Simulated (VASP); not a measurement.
Set up this calculation in VASP 6.6.1, as the native input.

```yaml
Task: electric field gradients
Functional: PBE
Potentials_or_basis: VASP PAW PBE potentials, release 64 (I)
Cutoff: 520 eV
k_mesh: 15 × 15 × 8
Occupations: fermi-dirac, width 0.05 eV
Spin: no spin polarisation
Dipole_correction: no
Further_INCAR_settings: ALGO = Normal; EDIFF = 1e-08; NBANDS = 14
```

The structure of I lies in POSCAR:

```
I
1.0
    4.3110455008      0.0000000000      0.0000000000
   -2.1555227504      3.7334749205      0.0000000000
    0.0000000000      0.0000000000      4.9152061429
I
2
Direct
    0.3333333333      0.6666666667      0.2500000000
    0.6666666667      0.3333333333      0.7500000000
```

This cell differs from its parent crystal: volume scaled by 1.02.

One way to write it, as run:

INCAR

```
ALGO     = Normal         # electronic algorithm
EDIFF    = 1E-8           # SCF threshold, eV
ENCUT    = 520            # plane-wave cutoff, eV
GGA      = PE             # functional
ISIF     = 2              # what is computed and relaxed
ISMEAR   = -1             # smearing method
LASPH    = T              # aspherical terms in the spheres
LCHARG   = F              # write CHGCAR
LEFG     = T            
LREAL    = F              # projectors in reciprocal space
LWAVE    = F              # write WAVECAR
NBANDS   = 14             # bands
NELM     = 80             # most SCF steps
PREC     = Accurate       # precision mode
SIGMA    = 0.05           # smearing width, eV
```

KPOINTS

```
k-points
0
Gamma
  15 15 8
```

Potentials or basis: VASP PAW PBE potentials, release 64 (I).

The run is started by

```bash
$ cat potpaw_PBE.64/I/POTCAR > POTCAR
$ mpirun -np 1 vasp_std > vasp.out
```

It gave:

```yaml
Pressure: -0.4 GPa
Band_gap_on_the_k_mesh: zero (band 7 reaches 4.30 eV, above the bottom of band 8 at 2.48 eV)
```

Caveat: without QUAD_EFG the Cq values of the log hold for a quadrupole moment of 1 mb, not for the nuclei; spin-orbit coupling is left out, which moves the levels of the heavy elements.

Run time: 41 s on 1 thread of Intel(R) Xeon(R) 6975P-C (Granite Rapids) (shared host), peak memory 0.27 GiB.
